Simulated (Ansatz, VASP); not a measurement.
**GaIr2: VASP beside Ansatz**

The input INCAR:

```
SYSTEM = GaIr2
PREC = Accurate
ENCUT = 520
EDIFF = 1E-7
ISMEAR = 0
SIGMA = 0.1
LREAL = .FALSE.
LASPH = .TRUE.
NELM = 80
ALGO = Normal
ISIF = 2
LWAVE = .FALSE.
LCHARG = .FALSE.
GGA = PE
NBANDS = 22
```

The input KPOINTS:

```
Automatic mesh
0
G
  6 6 4
  0 0 0
```

File POSCAR:

```
GaIr2
1.0
    2.7923539300      0.0000000000      0.0000000000
    0.0000000000      2.7923539300      0.0000000000
    0.0000000000      0.0000000000      5.3350187300
Ga Ir
1 2
Direct
    0.0000000000      0.0000000000      0.0000000000
    0.5000000000      0.5000000000      0.2700000100
    0.5000000000      0.5000000000      0.7299999900
```

Input for Ansatz:

```yaml
crystal:
  lattice:
    - [2.79235393, 0.0, 0.0]
    - [0.0, 2.79235393, 0.0]
    - [0.0, 0.0, 5.33501873]
  atoms:
    - { symbol: Ga, position: [0.0, 0.0, 0.0] }
    - { symbol: Ir, position: [0.5, 0.5, 0.27000001] }
    - { symbol: Ir, position: [0.5, 0.5, 0.72999999] }
basis:
  ecutwfc: 420
kpoints:
  mp_grid: { grid: [6, 6, 4] }
hamiltonian:
  xc: pbe
scf:
  occupations: { method: gaussian, width: 0.1 }
  lower_state_search: "off"
output:
  forces: true
  stress: true
  eigenvalues: true
```

Change from the starting cell: species swapped into the FeSi2 type (P4/mmm, No. 123).

Alike in both runs: task single point; functional PBE; k mesh 6 × 6 × 4; occupations gaussian, width 0.1 eV; no spin polarisation.

|  | VASP | Ansatz |
| --- | --- | --- |
| version | VASP 6.6.1 | Ansatz 0.2.0 |
| potentials or method | VASP PAW PBE potentials, release 64 (Ga_d, Ir), cutoff 520 eV | scalar-relativistic, plane waves, PAW |
| valence electrons in the cell | 31 | 47 |

```tsv
	VASP	Ansatz	Ansatz less VASP
gap on the k mesh at the Fermi level (eV)	none	none	-
rms of the force components (eV/Å)	0.977	0.928	-0.0498
```

Atom by atom the forces differ by 0.050 eV/Å (rms over components). A gap of «none» marks a metal or a gap that the smearing closes. VASP's potentials hold 31 valence electrons a cell and Ansatz's 47, so a difference there can come from the potentials and not from the codes.

The k mesh is coarse, so the values compare programs but aren't converged. Neither program's run includes spin-orbit coupling.
